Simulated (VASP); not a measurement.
Runs of VASP 6.6.1 on Ca3PPb. The structure is that of space group Pm-3m (No. 221), or close to it. The cells are those of the table. 

```csv
cell,k mesh,gap on the mesh (eV),pressure (GPa)
"a = 5.473 Å, 5 atoms",4 × 4 × 4,none,(a)
"a = 5.455 Å, 5 atoms",4 × 4 × 4,none,0.1
"a = 5.452 Å, 5 atoms",3 × 3 × 3,none,0.1
"a = 5.437 Å, 5 atoms",4 × 4 × 4,none,0.4
```

Alike in all rows: task single point; level PBE; potentials or basis VASP PAW PBE potentials, release 64 (Pb_d, P, Ca_sv); no spin polarisation; cutoff (eV) 520; smearing fermi-dirac 0.1 eV.

Q: Estimate the missing entries.

A: (a) -0.3.

Caveats: some runs use coarse meshes; spin-orbit coupling is left out, which moves the levels of the heavy elements.

A k mesh can miss the band edges, and the runs leave out spin-orbit coupling on Pb.

A gap of «none» marks levels without a gap at the run's occupations.
